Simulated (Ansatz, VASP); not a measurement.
Two plane-wave programs on Rh

```
Rh
1.0
     0.00000    1.86559    1.86559
     1.86559    0.00000    1.86559
     1.86559    1.86559    0.00000
Rh
1
Direct
  0.00000 0.00000 0.00000
```

Alike in both runs: task single point; functional PBE; k mesh 18 × 18 × 18; occupations gaussian, width 0.1 eV; no spin polarisation.

|  | VASP | Ansatz |
| --- | --- | --- |
| version | VASP 6.6.1 | Ansatz 0.2.0 |
| potentials or method | VASP PAW PBE potentials, release 64 (Rh_pv), cutoff 520 eV | scalar-relativistic, plane waves, PAW |
| valence electrons in the cell | 15 | 17 |

|  | VASP | Ansatz | Ansatz less VASP |
| --- | --- | --- | --- |
| gap on the k mesh at the Fermi level (eV) | none | none | - |
| pressure (GPa) | 24.7 | 24.7 | -0.05 |

A gap of «none» marks a metal or a gap that the smearing closes. VASP's potentials hold 15 valence electrons a cell and Ansatz's 17, so a difference there can come from the potentials and not from the codes.
